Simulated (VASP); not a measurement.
# C (Fd-3m) in VASP: settings compared

The runs below take C through relaxation of cell and atoms, single point, with PBEsol, LDA, r2SCAN.

Program: VASP 6.6.1. These are calculated values, not measurements. Logs are shortened: lines on timing, memory, paths and dates and some standing lists are left out, and cuts for length are marked.

### 1 The cell of the first run

It takes space group Fd-3m (No. 227, cubic). Conventional cell: a = 3.571 Å, b = 3.571 Å, c = 3.571 Å, α = 90.00°, β = 90.00°, γ = 90.00°. C (site symmetry -43m) has 4 C at 1.55 Å within 2.1 Å.

### 2 Relaxation of cell and atoms, PBEsol

File INCAR:

```
ALGO     = Normal         # electronic algorithm
EDIFF    = 1E-6           # SCF threshold, eV
EDIFFG   = -0.005         # ionic threshold
ENCUT    = 600            # plane-wave cutoff, eV
GGA      = PS             # functional
IBRION   = 2              # ionic algorithm
ISIF     = 3              # what is computed and relaxed
ISMEAR   = -1             # smearing method
LASPH    = T              # aspherical terms in the spheres
LCHARG   = F              # write CHGCAR
LREAL    = F              # projectors in reciprocal space
LWAVE    = F              # write WAVECAR
NELM     = 80             # most SCF steps
NSW      = 80             # ionic steps
PREC     = Accurate       # precision mode
SIGMA    = 0.02           # smearing width, eV
```

File KPOINTS:

```
k-points
0
Gamma
  12 12 12
```

File POSCAR:

```
C
1.0
    0.0000000000      1.7857368639      1.7857368639
    1.7857368639      0.0000000000      1.7857368639
    1.7857368639      1.7857368639      0.0000000000
C
2
Direct
    0.0000000000      0.0000000000      0.0000000000
    0.2500000000      0.2500000000      0.2500000000
```

Potentials or basis: VASP PAW PBE potentials, release 64 (C).

Command:

```bash
> cat potpaw_PBE.64/C/POTCAR > POTCAR
> mpirun -np 1 vasp_std > vasp.out
```

OUTCAR:

```text
EDIFF = 1E-6
   EDIFFG = -0.005
   ENCUT = 600
   GGA = PS
   IBRION = 2
   ISIF = 3
   ISMEAR = -1
   LASPH = T
   LREAL = F
   NELM = 80
   NSW = 80
   PREC = Accurate

 ion  position               nearest neighbor table
   1  0.000  0.000  0.000-   2 1.55   2 1.55   2 1.55   2 1.55
   2  0.250  0.250  0.250-   1 1.55   1 1.55   1 1.55   1 1.55

  LATTYP: Found a face centered cubic cell.
 ALAT       =     3.5714737278

  Lattice vectors:

 A1 = (   0.0000000000,   1.7857368639,   1.7857368639)
 A2 = (   1.7857368639,   0.0000000000,   1.7857368639)
 A3 = (   1.7857368639,   1.7857368639,   0.0000000000)

Analysis of symmetry for initial positions (statically):
=====================================================================
 Subroutine PRICEL returns:
 Original cell was already a primitive cell.

 Routine SETGRP: Setting up the symmetry group for a
 face centered cubic supercell.

 Subroutine GETGRP returns: Found 48 space group operations
 (whereof 24 operations were pure point group operations)
 out of a pool of 48 trial point group operations.

The static configuration has the point symmetry T_d .
 The point group associated with its full space group is O_h .

Analysis of symmetry for dynamics (positions and initial velocities):
=====================================================================
 Subroutine PRICEL returns:
 Original cell was already a primitive cell.

 Routine SETGRP: Setting up the symmetry group for a
 face centered cubic supercell.

 Subroutine GETGRP returns: Found 48 space group operations
 (whereof 24 operations were pure point group operations)
 out of a pool of 48 trial point group operations.

The dynamic configuration has the point symmetry T_d .
 The point group associated with its full space group is O_h .

 Subroutine INISYM returns: Found 48 space group operations
 (whereof 24 operations are pure point group operations),
 and found     1 'primitive' translations

----------------------------------------------------------------------------------------

                                     Primitive cell

  volume of cell :      11.3889

  direct lattice vectors                    reciprocal lattice vectors
     0.000000000  1.785736864  1.785736864    -0.279996460  0.279996460  0.279996460
     1.785736864  0.000000000  1.785736864     0.279996460 -0.279996460  0.279996460
     1.785736864  1.785736864  0.000000000     0.279996460  0.279996460 -0.279996460

  length of vectors
     2.525413292  2.525413292  2.525413292     0.484968094  0.484968094  0.484968094

  position of ions in fractional coordinates (direct lattice)
     0.000000000  0.000000000  0.000000000
     0.250000000  0.250000000  0.250000000

  ion indices of the primitive-cell ions
   primitive index   ion index
                 1           1
                 2           2

----------------------------------------------------------------------------------------

 KPOINTS: k-points

Automatic generation of k-mesh.
 Grid dimensions read from file:
 generate k-points for:   12   12   12

 Generating k-lattice:

  Cartesian coordinates                     Fractional coordinates (reciprocal lattice)
    -0.023333038  0.023333038  0.023333038     0.083333333  0.000000000  0.000000000
     0.023333038 -0.023333038  0.023333038     0.000000000  0.083333333  0.000000000
     0.023333038  0.023333038 -0.023333038     0.000000000  0.000000000  0.083333333

  Length of vectors
     0.040414008  0.040414008  0.040414008

  Shift w.r.t. Gamma in fractional coordinates (k-lattice)
     0.000000000  0.000000000  0.000000000

 Subroutine IBZKPT returns following result:
 ===========================================

 Found     72 irreducible k-points:

 Following reciprocal coordinates:
            Coordinates               Weight
  0.000000  0.000000  0.000000      1.000000
  0.083333  0.000000  0.000000      8.000000
  0.166667  0.000000  0.000000      8.000000
  0.250000  0.000000  0.000000      8.000000
  0.333333  0.000000  0.000000      8.000000
  0.416667  0.000000  0.000000      8.000000
[... 16 lines left out ...]
  0.500000  0.166667  0.000000     24.000000
 -0.416667  0.166667  0.000000     24.000000
 [... further k-points ...]
   k-points           NKPTS =     72   k-points in BZ     NKDIM =     72   number of bands    NBANDS=      8
   number of dos      NEDOS =    301   number of ions     NIONS =      2
   total plane-waves  NPLWV =   8000
   dimension x,y,z NGX =    20 NGY =   20 NGZ =   20
   dimension x,y,z NGXF=    40 NGYF=   40 NGZF=   40
   ions per type =               2
   NGX,Y,Z   is equivalent  to a cutoff of  13.17, 13.17, 13.17 a.u.
   NGXF,Y,Z  is equivalent  to a cutoff of  26.33, 26.33, 26.33 a.u.
 SYSTEM =  unknown system
   PREC   = accura    normal or accurate (medium, high low for compatibility)
   ISTART =      0    job   : 0-new  1-cont  2-samecut
   ICHARG =      2    charge: 1-file 2-atom 10-const
   ISPIN  =      1    spin polarized calculation?
   LNONCOLLINEAR =      F non collinear calculations
   LSORBIT =      F    spin-orbit coupling
   LASPH  =      T    aspherical Exc in radial PAW
   ENCUT  =  600.0 eV  44.10 Ry    6.64 a.u.   5.04  5.04  5.04*2*pi/ulx,y,z
   NELM   =     80;   NELMIN=  2; NELMDL= -5     # of ELM steps
   EDIFF  = 0.1E-05   stopping-criterion for ELM
   LREAL  =      F    real-space projection
   EDIFFG = -.5E-02   stopping-criterion for IOM
   NSW    =     80    number of steps for IOM
   IBRION =      2    ionic relax: 0-MD 1-quasi-New 2-CG
   NFREE  =      1    steps in history (QN), initial steepest desc. (CG)
   ISIF   =      3    stress and relaxation
   ISYM   =      2    0-nonsym 1-usesym 2-fastsym
   POTIM  = 0.5000    time-step for ionic-motion
   TEBEG  =    0.0;   TEEND  =   0.0 temperature during run
   PSTRESS=    0.0 pullay stress
   NELECT =       8.0000    total number of electrons
   NUPDOWN=      -1.0000    fix difference up-down
   EMIN   =  10.00;   EMAX   =-10.00  energy-range for DOS
   EFERMI =   0.00;   METHOD = LEGACY
   ISMEAR =    -1;   SIGMA  =   0.02  broadening in eV -4-tet -1-fermi 0-gaus
   EFERMI_NEDOS =   21; number of points for ismear=-14 and -15
   IALGO  =     38    algorithm
   IMIX   =      4    mixing-type and parameters
     AMIX     =   0.40;   BMIX     =  1.00
     AMIX_MAG =   1.60;   BMIX_MAG =  1.00
  volume/ion in A,a.u.               =       5.69        38.43
  Fermi-wavevector in a.u.,A,eV,Ry     =   1.455272  2.750064 28.814625  2.117815
  Thomas-Fermi vector in A             =   2.572325
   LORBIT       =      0    0 simple, 1 ext, 2 COOP (PROOUT), +10 PAW based schemes
   GGA     = PS    functional components
   LHFCALC =     F    Hartree Fock is set to
   AEXX    =    0.0000 exact exchange contribution
   IVDW    =     0    specifies the selected vdW correction
   LEPSILON=     F    determine dielectric tensor
   LRPA    =     F    only Hartree local field effects (RPA)
 conjugate gradient relaxation of ions
 non-spin polarized calculation
  energy-cutoff  :      600.00
  volume of cell :       11.39
 maximum number of plane-waves:       392
   NGX =  9   NGY =  9   NGZ =  9

--------------------------------------- Ionic step        1  -------------------------------------------

 number of electron       7.9999999 magnetization

 Free energy of the ion-electron system (eV)
  ---------------------------------------------------
  ext. energy  EPLUGINS =         0.00000000
  ---------------------------------------------------
  free energy    TOTEN  =       -19.25190573 eV

  energy without entropy =      -19.25190573  energy(sigma->0) =      -19.25190573

------------------------ aborting loop because EDIFF is reached ----------------------------------------

  FORCE on cell =-STRESS in cart. coord.  units (eV):
  Direction    XX          YY          ZZ          XY          YZ          ZX
  --------------------------------------------------------------------------------------
  -------------------------------------------------------------------------------------
  Total       -0.4353415     -0.4353415     -0.4353415      0.0000000      0.0000000     -0.0000000
  in kB      -61.2432501    -61.2432501    -61.2432501      0.0000000      0.0000000     -0.0000000
  external PRESSURE =     -61.2432501 kB  Pullay stress =       0.0000000 kB
[... 57 lines left out ...]
  energy  without entropy=      -19.2499945092  energy(sigma->0) =      -19.24999451

--------------------------------------- Ionic step        3  -------------------------------------------

 number of electron       7.9999999 magnetization

 Free energy of the ion-electron system (eV)
  ---------------------------------------------------
  ext. energy  EPLUGINS =         0.00000000
  ---------------------------------------------------
  free energy    TOTEN  =       -19.25496447 eV

  energy without entropy =      -19.25496447  energy(sigma->0) =      -19.25496447

 E-fermi :  10.3230     XC(G=0): -13.4820

 val. band max:        9.8525287734   @ k =   0.0000   0.0000   0.0000
 cond. band min:      13.9114036656   @ k =   0.3333   0.3333   0.0000
 fundamental gap:      4.0588748922
 Fermi energy:        10.3230187455

 k-point     1 :       0.0000    0.0000    0.0000
  band No.  band energies     occupation
      1     -11.8030      2.00000
      2       9.8525      2.00000
      3       9.8525      2.00000
      4       9.8525      2.00000
      5      15.4194      0.00000
      6      15.4194      0.00000
      7      15.4194      0.00000
      8      23.4483      0.00000
[... 243 lines left out ...]
 k-point    24 :      -0.4167    0.1667    0.0000
  band No.  band energies     occupation
      1      -5.5168      2.00000
      2      -2.8507      2.00000
      3       4.3102      2.00000
      4       6.2103      2.00000
      5      17.3171      0.00000
      6      20.0888      0.00000
      7      21.1597      0.00000
      8      25.3060      0.00000

 [... further k-points ...]
[... 5 lines left out ...]
  --------------------------------------------------------------------------------------
  -------------------------------------------------------------------------------------
  Total       -0.0014026     -0.0014026     -0.0014026     -0.0000000     -0.0000000      0.0000000
  in kB       -0.2000827     -0.2000827     -0.2000827     -0.0000000     -0.0000000      0.0000000
  external PRESSURE =      -0.2000827 kB  Pullay stress =       0.0000000 kB
[... 17 lines left out ...]
  FREE ENERGIE OF THE ION-ELECTRON SYSTEM (eV)
  ---------------------------------------------------
  free  energy   TOTEN  =       -19.2549644668 eV

  energy  without entropy=      -19.2549644668  energy(sigma->0) =      -19.25496447

 reached required accuracy - stopping structural energy minimisation
```

Wall time 5.6 s (1 thread of Intel Xeon 6975P-C (Granite Rapids), shared host); peak memory 0.11 GiB.

What came out:

| Quantity | Value |
| --- | --- |
| Free energy | -19.2550 eV |
| Relaxed volume | 5.62 Å³/atom |
| Relaxed cell | a = 2.514 Å, b = 2.514 Å, c = 2.514 Å, α = 60.00°, β = 60.00°, γ = 60.00° |
| Space group after relaxing (to 0.05 Å) | Fd-3m (No. 227) |
| Energy gained by relaxing | 1.5 meV/atom |
| Ionic steps | 3 |
| Pressure after relaxing | 0.0 GPa |
| Band gap on the k mesh | 4.06 eV, indirect (least direct gap 5.57 eV) |

The path:
| step | energy change (eV) | largest force (eV/Å) | pressure (GPa) | volume (Å³) |
| --- | --- | --- | --- | --- |
| 1 | 0.0000 | 0.0000 | -6.12 | 11.39 |
| 2 | 0.0019 | 0.0000 | 8.21 | 11.03 |
| 3 | -0.0031 | 0.0000 | -0.02 | 11.23 |

Final structure:
```cif
data_structure
_symmetry_space_group_name_H-M 'P 1'
_symmetry_Int_Tables_number 1
_cell_length_a 2.5137
_cell_length_b 2.5137
_cell_length_c 2.5137
_cell_angle_alpha 60.000
_cell_angle_beta 60.000
_cell_angle_gamma 60.000
_cell_volume 11.23
loop_
_atom_site_label
_atom_site_type_symbol
_atom_site_fract_x
_atom_site_fract_y
_atom_site_fract_z
_atom_site_occupancy
C1 C 0.00000 0.00000 0.00000 1
C2 C 0.25000 0.25000 0.25000 1
```

Caveat: the PAW data sets were made with another functional, which shifts forces and pressure a little.

[end of part 1 of 3]
